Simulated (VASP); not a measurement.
# KTaO3 (P4/mmm) in VASP: notebook, part 2 of 2

VASP 6.6.1. Earlier steps stand in the parts before.

## 3. Single point, PBEsol (normal strain along x +0.0000, normal strain along z +0.0550)

File INCAR:

```
SYSTEM = KTaO3
ALGO     = Normal         ! electronic algorithm
EDIFF    = 1E-6           ! SCF threshold, eV
ENCUT    = 520            ! plane-wave cutoff, eV
GGA      = PS             ! functional
ISIF     = 2              ! what is computed and relaxed
ISMEAR   = 0              ! smearing method
LASPH    = .TRUE.         ! aspherical terms in the spheres
LCHARG   = .TRUE.         ! write CHGCAR
LELF     = .TRUE.         ! ELF
LREAL    = .FALSE.        ! projectors in reciprocal space
LVHAR    = .TRUE.       
LWAVE    = .FALSE.        ! write WAVECAR
NBANDS   = 27             ! bands
NELM     = 100            ! most SCF steps
PREC     = Accurate       ! precision mode
SIGMA    = 0.05           ! smearing width, eV
```

File KPOINTS:

```
k-points
0
G
  8 8 8
  0 0 0
```

File POSCAR:

```
KTaO3
1.0
    3.9853580911      0.0000000000      0.0000000000
    0.0000000000      3.9853580911      0.0000000000
    0.0000000000      0.0000000000      4.2045527861
K Ta O
1 1 3
Direct
    0.5000000000      0.5000000000      0.5000000000
    0.0000000000      0.0000000000      0.0000000000
    0.5000000000      0.0000000000      0.0000000000
    0.0000000000      0.5000000000      0.0000000000
    0.0000000000      0.0000000000      0.5000000000
```

Potentials or basis: VASP PAW PBE potentials, release 64 (K_sv, Ta_pv, O).

On the command line:

```sh
$ cat potpaw_PBE.64/K_sv/POTCAR potpaw_PBE.64/Ta_pv/POTCAR potpaw_PBE.64/O/POTCAR > POTCAR
$ mpirun -np 1 vasp_std > vasp.out
```

OUTCAR:

```text
SYSTEM = KTaO3
   EDIFF = 1E-6
   ENCUT = 520
   GGA = PS
   ISIF = 2
   ISMEAR = 0
   LASPH = .TRUE.
   LREAL = .FALSE.
   NELM = 100
   PREC = Accurate

 ion  position               nearest neighbor table
   1  0.500  0.500  0.500-   5 2.82   5 2.82   5 2.82   5 2.82   2 3.52   2 3.52   2 3.52   2 3.52
                             2 3.52   2 3.52   2 3.52   2 3.52
   2  0.000  0.000  0.000-   3 1.99   4 1.99   4 1.99   3 1.99   5 2.10   5 2.10   1 3.52   1 3.52
                             1 3.52   1 3.52   1 3.52   1 3.52   1 3.52   1 3.52
   3  0.500  0.000  0.000-   2 1.99   2 1.99
   4  0.000  0.500  0.000-   2 1.99   2 1.99
   5  0.000  0.000  0.500-   2 2.10   2 2.10   1 2.82   1 2.82   1 2.82   1 2.82

  LATTYP: Found a simple tetragonal cell.
 ALAT       =     3.9853580911
 C/A-ratio  =     1.0550000000

  Lattice vectors:

 A1 = (   3.9853580911,   0.0000000000,   0.0000000000)
 A2 = (   0.0000000000,   3.9853580911,   0.0000000000)
 A3 = (   0.0000000000,   0.0000000000,   4.2045527861)

Analysis of symmetry for initial positions (statically):
=====================================================================
 Subroutine PRICEL returns:
 Original cell was already a primitive cell.

 Routine SETGRP: Setting up the symmetry group for a
 simple tetragonal supercell.

 Subroutine GETGRP returns: Found 16 space group operations
 (whereof 16 operations were pure point group operations)
 out of a pool of 16 trial point group operations.

The static configuration has the point symmetry D_4h.

Analysis of symmetry for dynamics (positions and initial velocities):
=====================================================================
 Subroutine PRICEL returns:
 Original cell was already a primitive cell.

 Routine SETGRP: Setting up the symmetry group for a
 simple tetragonal supercell.

 Subroutine GETGRP returns: Found 16 space group operations
 (whereof 16 operations were pure point group operations)
 out of a pool of 16 trial point group operations.

The dynamic configuration has the point symmetry D_4h.

 Subroutine INISYM returns: Found 16 space group operations
 (whereof 16 operations are pure point group operations),
 and found     1 'primitive' translations

----------------------------------------------------------------------------------------

                                     Primitive cell

  volume of cell :      66.7812

  direct lattice vectors                    reciprocal lattice vectors
     3.985358091  0.000000000  0.000000000     0.250918481  0.000000000  0.000000000
     0.000000000  3.985358091  0.000000000     0.000000000  0.250918481  0.000000000
     0.000000000  0.000000000  4.204552786     0.000000000  0.000000000  0.237837423

  length of vectors
     3.985358091  3.985358091  4.204552786     0.250918481  0.250918481  0.237837423

  position of ions in fractional coordinates (direct lattice)
     0.500000000  0.500000000  0.500000000
     0.000000000  0.000000000  0.000000000
     0.500000000  0.000000000  0.000000000
     0.000000000  0.500000000  0.000000000
     0.000000000  0.000000000  0.500000000

  ion indices of the primitive-cell ions
   primitive index   ion index
                 1           1
[... 29 lines left out ...]
 Found     75 irreducible k-points:

 Following reciprocal coordinates:
            Coordinates               Weight
  0.000000  0.000000  0.000000      1.000000
  0.125000  0.000000  0.000000      4.000000
  0.250000  0.000000  0.000000      4.000000
  0.375000  0.000000  0.000000      4.000000
  0.500000  0.000000  0.000000      2.000000
  0.125000  0.125000  0.000000      4.000000
[... 16 lines left out ...]
  0.375000  0.125000  0.125000     16.000000
  0.500000  0.125000  0.125000      8.000000
 [... further k-points ...]
   k-points           NKPTS =     75   k-points in BZ     NKDIM =     75   number of bands    NBANDS=     27
   number of dos      NEDOS =    301   number of ions     NIONS =      5
   total plane-waves  NPLWV =  28800
   dimension x,y,z NGX =    30 NGY =   30 NGZ =   32
   dimension x,y,z NGXF=    60 NGYF=   60 NGZF=   64
   ions per type =               1   1   3
   NGX,Y,Z   is equivalent  to a cutoff of  12.51, 12.51, 12.65 a.u.
   NGXF,Y,Z  is equivalent  to a cutoff of  25.03, 25.03, 25.31 a.u.
 SYSTEM =  KTaO3
   PREC   = accura    normal or accurate (medium, high low for compatibility)
   ISTART =      0    job   : 0-new  1-cont  2-samecut
   ICHARG =      2    charge: 1-file 2-atom 10-const
   ISPIN  =      1    spin polarized calculation?
   LNONCOLLINEAR =      F non collinear calculations
   LSORBIT =      F    spin-orbit coupling
   LASPH  =      T    aspherical Exc in radial PAW
   ENCUT  =  520.0 eV  38.22 Ry    6.18 a.u.   7.41  7.41  7.82*2*pi/ulx,y,z
   NELM   =    100;   NELMIN=  2; NELMDL= -5     # of ELM steps
   EDIFF  = 0.1E-05   stopping-criterion for ELM
   LREAL  =      F    real-space projection
   EDIFFG = 0.1E-04   stopping-criterion for IOM
   NSW    =      0    number of steps for IOM
   IBRION =     -1    ionic relax: 0-MD 1-quasi-New 2-CG
   NFREE  =      0    steps in history (QN), initial steepest desc. (CG)
   ISIF   =      2    stress and relaxation
   ISYM   =      2    0-nonsym 1-usesym 2-fastsym
   POTIM  = 0.5000    time-step for ionic-motion
   TEBEG  =    0.0;   TEEND  =   0.0 temperature during run
   PSTRESS=    0.0 pullay stress
   NELECT =      38.0000    total number of electrons
   NUPDOWN=      -1.0000    fix difference up-down
   EMIN   =  10.00;   EMAX   =-10.00  energy-range for DOS
   EFERMI =   0.00;   METHOD = LEGACY
   ISMEAR =     0;   SIGMA  =   0.05  broadening in eV -4-tet -1-fermi 0-gaus
   EFERMI_NEDOS =   21; number of points for ismear=-14 and -15
   IALGO  =     38    algorithm
   IMIX   =      4    mixing-type and parameters
     AMIX     =   0.40;   BMIX     =  1.00
     AMIX_MAG =   1.60;   BMIX_MAG =  1.00
  volume/ion in A,a.u.               =      13.36        90.13
  Fermi-wavevector in a.u.,A,eV,Ry     =   1.356598  2.563599 25.039595  1.840358
  Thomas-Fermi vector in A             =   2.483588
   LORBIT       =      0    0 simple, 1 ext, 2 COOP (PROOUT), +10 PAW based schemes
   GGA     = PS    functional components
   LHFCALC =     F    Hartree Fock is set to
   AEXX    =    0.0000 exact exchange contribution
   IVDW    =     0    specifies the selected vdW correction
   LEPSILON=     F    determine dielectric tensor
   LRPA    =     F    only Hartree local field effects (RPA)
 non-spin polarized calculation
 Gauss-broadening in eV      SIGMA  =   0.05
  energy-cutoff  :      520.00
  volume of cell :       66.78
 maximum number of plane-waves:      1824
 NGX is ok and might be reduce to    30
   NGX = 15   NGY = 15   NGZ = 15

 number of electron      37.9999980 magnetization

 Free energy of the ion-electron system (eV)
  ---------------------------------------------------
  ext. energy  EPLUGINS =         0.00000000
  ---------------------------------------------------
  free energy    TOTEN  =       -42.71313932 eV

  energy without entropy =      -42.71313932  energy(sigma->0) =      -42.71313932

 E-fermi :   1.6010     XC(G=0): -10.8691

 val. band max:        1.3556933659   @ k =   0.5000   0.5000   0.5000
 cond. band min:       3.2730847195   @ k =   0.0000   0.0000   0.0000
 fundamental gap:      1.9173913537
 Fermi energy:         1.6009615090

 k-point     1 :       0.0000    0.0000    0.0000
  band No.  band energies     occupation
      1     -32.9943      2.00000
      2     -32.9943      2.00000
      3     -32.9384      2.00000
      4     -25.8315      2.00000
      5     -16.1221      2.00000
      6     -15.5340      2.00000
[... 709 lines left out ...]
     26      11.0442      0.00000
     27      11.9525      0.00000

 [... further k-points ...]

------------------------ aborting loop because EDIFF is reached ----------------------------------------

  FORCE on cell =-STRESS in cart. coord.  units (eV):
  Direction    XX          YY          ZZ          XY          YZ          ZX
  --------------------------------------------------------------------------------------
  -------------------------------------------------------------------------------------
  Total       -1.2778976     -1.2778976     -7.6013805      0.0000000     -0.0000000      0.0000000
  in kB      -30.6585873    -30.6585873   -182.3679628      0.0000000     -0.0000000      0.0000000
  external PRESSURE =     -81.2283792 kB  Pullay stress =       0.0000000 kB

 VOLUME and BASIS-vectors are now :
 -----------------------------------------------------------------------------
  energy-cutoff  :      520.00
  volume of cell :       66.78
      direct lattice vectors                 reciprocal lattice vectors
     3.985358091  0.000000000  0.000000000     0.250918481  0.000000000  0.000000000
     0.000000000  3.985358091  0.000000000     0.000000000  0.250918481  0.000000000
     0.000000000  0.000000000  4.204552786     0.000000000  0.000000000  0.237837423

 POSITION                                       TOTAL-FORCE (eV/Angst)
 -----------------------------------------------------------------------------------
      1.99268      1.99268      2.10228         0.000000      0.000000      0.000000
      0.00000      0.00000      0.00000         0.000000      0.000000      0.000000
      1.99268      0.00000      0.00000         0.000000      0.000000      0.000000
      0.00000      1.99268      0.00000         0.000000      0.000000      0.000000
      0.00000      0.00000      2.10228         0.000000      0.000000      0.000000
 -----------------------------------------------------------------------------------
    total drift:                                0.000000     -0.000000      0.000000

  FREE ENERGIE OF THE ION-ELECTRON SYSTEM (eV)
  ---------------------------------------------------
  free  energy   TOTEN  =       -42.7131393173 eV

  energy  without entropy=      -42.7131393173  energy(sigma->0) =      -42.71313932
```

Wall time 96 s (1 thread of Intel Xeon 6975P-C, shared host); peak memory 0.27 GiB.

What came out:

| Quantity | Value |
| --- | --- |
| Free energy | -42.7131 eV |
| Pressure | -8.1 GPa |
| Band gap on the k mesh | 1.92 eV, indirect (least direct gap 2.49 eV) |

Caveat: the cell differs from its parent crystal (normal strain along x +0.0000, normal strain along z +0.0550); the PAW data sets were made with another functional, which shifts forces and pressure a little; spin-orbit coupling is left out, which moves the levels of the heavy elements. A k mesh can miss the band edges.
